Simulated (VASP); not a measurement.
SiGe: single point with LDA

The system is SiGe.

```
Si Ge
1.0
     3.76344    0.00000    0.00000
    -1.88172    3.25924    0.00000
     0.00000    0.00000    6.21949
Si Ge
2 2
Direct
  0.66667 0.33333 0.87450
  0.33333 0.66667 0.37450
  0.66667 0.33333 0.49268
  0.33333 0.66667 0.99268
```

```
Program                : VASP 6.6.1
Task                   : single point
Functional             : LDA
Potentials or basis    : VASP PAW LDA potentials, release 64 (Si, Ge_d)
Cutoff                 : 520 eV
k mesh                 : 12 × 12 × 6
Occupations            : gaussian, width 0.03 eV
Spin                   : no spin polarisation
Dipole correction      : no
Further INCAR settings : ALGO = Normal; EDIFF = 1e-06; NBANDS = 26
```

```
Pressure               : 8.9 GPa
Largest force          : 0.700 eV/Å
Band gap on the k mesh : 0.20 eV, indirect (least direct gap 0.69 eV)
```

Forces in eV/Å, atoms in the order of the input:
```
Si   0.000  0.000 -0.700
Si   0.000  0.000 -0.700
Ge   0.000  0.000  0.700
Ge   0.000  0.000  0.700
```

Stress tensor (GPa, compression positive):
```
10.26  0.00  0.00
 0.00 10.26  0.00
 0.00  0.00  6.13
```

Levels at points of the mesh, in eV from the valence-band top:
| k point | band 16 | band 17 | band 18 | band 19 | band 20 | band 21 |
| --- | --- | --- | --- | --- | --- | --- |
| (0.00, 0.00, 0.00) | -0.05 | -0.05 | 0.00 | 0.69 | 2.13 | 2.14 |
| (0.50, 0.00, 0.00) | -3.50 | -3.22 | -1.74 | 0.20 | 2.21 | 3.44 |
| (0.00, 0.00, 0.50) | -1.06 | -1.06 | -1.06 | 1.51 | 1.51 | 3.17 |
| (0.50, 0.00, 0.50) | -2.80 | -2.66 | -2.66 | 0.74 | 0.74 | 1.63 |

Wall time 54 s on 1 thread of Intel(R) Xeon(R) Platinum 8559C (Emerald Rapids), on a shared host, peak memory 0.24 GiB.

A k mesh can miss the band edges.
